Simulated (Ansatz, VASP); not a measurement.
**Rh in VASP and in Ansatz**

```
CELL_PARAMETERS angstrom
0.00000 1.93884 1.93884
1.93884 0.00000 1.93884
1.93884 1.93884 0.00000
ATOMIC_POSITIONS crystal
Rh 0.00000 0.00000 0.00000
```

Change from the starting cell: volume scaled by 1.06, PAW files.

Alike in both runs: task electric field gradients; functional LDA; k mesh 16 × 16 × 16; occupations fermi-dirac, width 0.03 eV; no spin polarisation.

|  | VASP | Ansatz |
| --- | --- | --- |
| version | VASP 6.6.1 | Ansatz 0.2.0 |
| potentials or method | VASP PAW LDA potentials, release 64 (Rh_pv) | PAW with Ansatz's default frozen-core files, scalar-relativistic |
| plane-wave cutoff (eV) | 520 | 420 |
| valence electrons in the cell | 15 | 17 |

VASP gave:

- pressure (GPa): -23.4

Q: What did Ansatz give for the same quantities?

A: Pressure (GPa): -24.1.

LDA's correlation is that of Perdew and Zunger in VASP and of Perdew and Wang (1992) in Ansatz. VASP's potentials hold 15 valence electrons a cell and Ansatz's 17, so a difference there can come from the potentials and not from the codes.
